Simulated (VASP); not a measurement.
A run of VASP 6.6.1 is set up as follows.

File INCAR:

```
SYSTEM = BaS
PREC     = Accurate       ! precision mode
ENCUT    = 520            ! plane-wave cutoff, eV
EDIFF    = 1E-6           ! SCF threshold, eV
ISMEAR   = -1             ! smearing method
SIGMA    = 0.02           ! smearing width, eV
LREAL    = .False.        ! projectors in reciprocal space
LASPH    = .True.         ! aspherical terms in the spheres
NELM     = 60             ! most SCF steps
ALGO     = Normal         ! electronic algorithm
ISIF     = 2              ! what is computed and relaxed
LWAVE    = .False.        ! write WAVECAR
LCHARG   = .True.         ! write CHGCAR
GGA      = PE             ! functional
LELF     = .True.         ! ELF
LVHAR    = .True.       
NBANDS   = 15             ! bands
```

Contents of KPOINTS:

```
Automatic mesh
0
Gamma
  8 8 8
  0 0 0
```

File POSCAR:

```
BaS
1.0
    0.0000000000      3.2117958739      3.3181063173
    3.2117958739      0.0000000000      3.3181063173
    3.2117958739      3.2117958739      0.0000000000
Ba S
1 1
Direct
    0.0000000000      0.0000000000      0.0000000000
    0.5000000000      0.5000000000      0.5000000000
```

Potentials or basis: VASP PAW PBE potentials, release 64 (Ba_sv, S).

Command:

```bash
$ cat potpaw_PBE.64/Ba_sv/POTCAR potpaw_PBE.64/S/POTCAR > POTCAR
$ mpirun -np 1 vasp_std > vasp.out
```

(1) What does it give for the band gap on the k mesh?

(2) What does it give for the pressure?

Results:

(1) 2.15 eV, indirect (least direct gap 2.31 eV).

(2) -0.6 GPa.

Caveat: the cell differs from its parent crystal (uniaxial z strain +3.3%); spin-orbit coupling is left out, which moves the levels of the heavy elements.
